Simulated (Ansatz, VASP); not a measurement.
## Two plane-wave programs on Au

Contents of INCAR:

```
ALGO = Normal ; EDIFF = 1E-7
ENCUT = 520 ; GGA = PE
ISIF = 2 ; ISMEAR = 0
ISPIN = 2 ; ISYM = 0
IVDW = 12 ; LASPH = T
LCHARG = F ; LMAXMIX = 4
LORBIT = 11 ; LREAL = F
LWAVE = F ; MAGMOM = 1
NBANDS = 16 ; NELM = 150
PREC = Accurate ; SIGMA = 0.005
```

File KPOINTS:

```
k-points
0
Gamma
  1 1 1
```

File POSCAR:

```
Au
1.0
   15.0000000000      0.0000000000      0.0000000000
    0.0000000000     15.5000000000      0.0000000000
    0.0000000000      0.0000000000     16.0000000000
Au
1
Direct
    0.5000000000      0.5000000000      0.5000000000
```

Input for Ansatz:

```yaml
crystal:
  lattice:
    - [15.0, 0.0, 0.0]
    - [0.0, 15.5, 0.0]
    - [0.0, 0.0, 16.0]
  atoms:
    - { symbol: Au, position: [0.5, 0.5, 0.5], spin: 1.0 }
  symmetry: { detect: false }
basis:
  ecutwfc: 420
kpoints:
  mp_grid: { grid: [1, 1, 1] }
hamiltonian:
  xc: pbe
  dispersion: d3bj
scf:
  occupations: { method: gaussian, width: 0.005 }
output:
  forces: true
  eigenvalues: true
  populations: true
magnetization:
  spin_polarized: true
```

Alike in both runs: task single point; functional PBE; dispersion D3(BJ); k mesh 1 × 1 × 1; occupations gaussian, width 0.005 eV; collinear spin.

```csv
,VASP,Ansatz
version,VASP 6.6.1,Ansatz 0.2.0
potentials or method,"VASP PAW PBE potentials, release 64 (Au), cutoff 520 eV","scalar-relativistic, plane waves, PAW"
valence electrons in the cell,11,19
```

Ansatz gave:

* gap on the k mesh at the Fermi level (eV): 0.72
* net moment per atom (μB): 1.00
* size of the moment on the site where the two differ most (μB): 1.00

Problem. Estimate VASP's values.

Solution. gap on the k mesh at the Fermi level (eV): 0.71; net moment per atom (μB): 1.00; size of the moment on the site where the two differ most (μB): 0.44.

Site moments also hang on the region over which each program counts them. VASP's potentials hold 11 valence electrons a cell and Ansatz's 19, so a difference there can come from the potentials and not from the codes.

Neither program's run includes spin-orbit coupling.
